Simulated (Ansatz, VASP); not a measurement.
## One calculation of InSe, two programs

```xyz
4
Lattice="2.0000 1.1547 8.4400 -2.0000 1.1547 8.4400 0.0000 -2.3094 8.4400" Properties=species:S:1:pos:R:3 pbc="T T T"
In    0.0000    0.0000    0.0000
In    0.0000    0.0000    2.8206
Se    0.0000    0.0000   15.6098
Se    0.0000    0.0000   20.9675
```

Alike in both runs: task relaxation of cell and atoms; functional PBE; dispersion D3(BJ); k mesh 6 × 6 × 6; occupations gaussian, width 0.05 eV; no spin polarisation.

|  | VASP | Ansatz |
| --- | --- | --- |
| version | VASP 6.6.1 | Ansatz 0.2.0 |
| potentials or method | VASP PAW PBE potentials, release 64 (In_d, Se), cutoff 600 eV | scalar-relativistic, plane waves, PAW |
| valence electrons in the cell | 38 | 58 |

Ansatz gave:

- gap on the k mesh at the Fermi level, each at its own relaxed structure (eV): 0.37
- relaxed volume (Å³/atom): 29.43
- relaxed cell length with the largest relative difference (Å): 8.691

Question: What did VASP give for the same quantities?

Answer: gap on the k mesh at the Fermi level, each at its own relaxed structure (eV): 0.24; relaxed volume (Å³/atom): 29.45; relaxed cell length with the largest relative difference (Å): 8.620.

VASP's potentials hold 38 valence electrons a cell and Ansatz's 58, so a difference there can come from the potentials and not from the codes.
